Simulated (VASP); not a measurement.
A run of VASP 6.6.1 is set up as follows.

The input INCAR:

```
SYSTEM = NiO
PREC = Accurate
ENCUT = 520
EDIFF = 1E-6
ISMEAR = 0
SIGMA = 0.05
LREAL = .False.
LASPH = .True.
NELM = 150
ALGO = Normal
ISIF = 2
LWAVE = .False.
LCHARG = .False.
ISPIN = 2
MAGMOM = 2 -2 0 0
LORBIT = 11
LMAXMIX = 4
LDAU = .True.
LDAUTYPE = 2
LDAUL = 2 -1
LDAUU = 6.2 0
LDAUJ = 0 0
LDAUPRINT = 1
GGA = PE
NBANDS = 28
```

The input KPOINTS:

```
Automatic mesh
0
Gamma
  5 5 3
  0 0 0
```

Contents of POSCAR:

```
NiO
1.0
    0.0000000000      2.1337896542     -2.1337896542
    0.0000000000      2.1337896542      2.1337896542
    4.2675793084      0.0000000000      0.0000000000
Ni O
2 2
Direct
    0.0000000000      0.0000000000      0.0000000000
    0.5000000000      0.5000000000      0.5000000000
    0.0000000000      1.0000000000      0.5000000000
    0.5000000000      1.5000000000      1.0000000000
```

Potentials or basis: VASP PAW PBE potentials, release 64 (Ni, O).

Command:

```sh
$ cat potpaw_PBE.64/Ni/POTCAR potpaw_PBE.64/O/POTCAR > POTCAR
$ mpirun -np 1 vasp_std > vasp.out
```

(1) Predict the band gap on the k mesh.

(2) Estimate the pressure.

Results:

(1) 2.62 eV.

(2) -8.0 GPa.

Caveat: the k points lie up to 0.49 Å⁻¹ apart.
